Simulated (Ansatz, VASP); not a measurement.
## Au: VASP beside Ansatz

File INCAR:

```
SYSTEM = Au
PREC = Accurate
ENCUT = 500
EDIFF = 1E-6
ISMEAR = 0
SIGMA = 0.1
LREAL = .False.
LASPH = .True.
NELM = 120
ALGO = Normal
ISIF = 2
LWAVE = .False.
LCHARG = .True.
GGA = PE
LELF = .True.
LVHAR = .True.
NBANDS = 12
GGA_COMPAT = .False.
```

Contents of KPOINTS:

```
regular mesh
0
Gamma
  18 18 18
  0 0 0
```

The input POSCAR:

```
Au
1.0
    0.0000000000      2.1200931585      2.1200931585
    2.1200931585      0.0000000000      2.1200931585
    2.1200931585      2.1200931585      0.0000000000
Au
1
Direct
    0.0000000000      0.0000000000      0.0000000000
```

Input for Ansatz:

```yaml
crystal:
  lattice:
    - [0.0, 2.1200931585, 2.1200931585]
    - [2.1200931585, 0.0, 2.1200931585]
    - [2.1200931585, 2.1200931585, 0.0]
  atoms:
    - { symbol: Au, position: [0.0, 0.0, 0.0] }
basis: {}
kpoints:
  mp_grid: { grid: [18, 18, 18] }
hamiltonian:
  xc: pbe
  pseudopotentials: { kind: nc }
scf:
  occupations: { method: gaussian, width: 0.1 }
output:
  forces: true
  stress: true
  eigenvalues: true
```

Alike in both runs: task single point; functional PBE; k mesh 18 × 18 × 18; occupations gaussian, width 0.1 eV; no spin polarisation.

```csv
,VASP,Ansatz
version,VASP 6.6.1,Ansatz 0.2.0
potentials or method,"VASP PAW PBE potentials, release 64 (Au)","scalar-relativistic, plane waves, norm-conserving pseudopotentials"
plane-wave cutoff (eV),500,1034
valence electrons in the cell,11,19
```

Ansatz gave:

- gap on the k mesh at the Fermi level (eV): none
- pressure (GPa): -6.9

**Question.** What did VASP give for the same quantities?

**Answer.** gap on the k mesh at the Fermi level (eV): none; pressure (GPa): -7.1.

A gap of «none» marks a metal or a gap that the smearing closes. The functional is the same, so the differences come from potentials, cutoffs and numerics. VASP's potentials hold 11 valence electrons a cell and Ansatz's 19, so a difference there can come from the potentials and not from the codes.

Neither program's run includes spin-orbit coupling.
